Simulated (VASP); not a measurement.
A run of VASP 6.6.1 is set up as follows.

Contents of INCAR:

```
SYSTEM = Mn
ALGO = Normal
EDIFF = 1E-6
ENCUT = 520
GGA = RE
ISIF = 2
ISMEAR = -1
ISPIN = 2
LASPH = .True.
LCHARG = .True.
LELF = .True.
LMAXMIX = 4
LORBIT = 11
LREAL = .False.
LVHAR = .True.
LWAVE = .False.
MAGMOM = 0.547
NBANDS = 16
NELM = 150
PREC = Accurate
SIGMA = 0.05
```

KPOINTS

```
k-points
0
Gamma
  22 22 22
  0 0 0
```

POSCAR

```
Mn
1.0
    2.3027118846      0.0000000000      0.0000000000
    0.0000000000      2.3027118846      0.0000000000
    0.0000000000      0.0000000000      2.3027118846
Mn
1
Direct
    0.0000000000      0.0000000000      0.0000000000
```

Potentials or basis: VASP PAW PBE potentials, release 64 (Mn_pv).

Launch:

```console
$ cat potpaw_PBE.64/Mn_pv/POTCAR > POTCAR
$ mpirun -np 1 vasp_std > vasp.out
```

Task: Predict the site moments.

Result: Mn +0.57 μB.

Task: Estimate the pressure.

Result: 0.2 GPa.

Task: What does it give for the net moment?

Result: 0.57 μB per cell.

Caveat: the PAW data sets were made with another functional, which shifts forces and pressure a little.
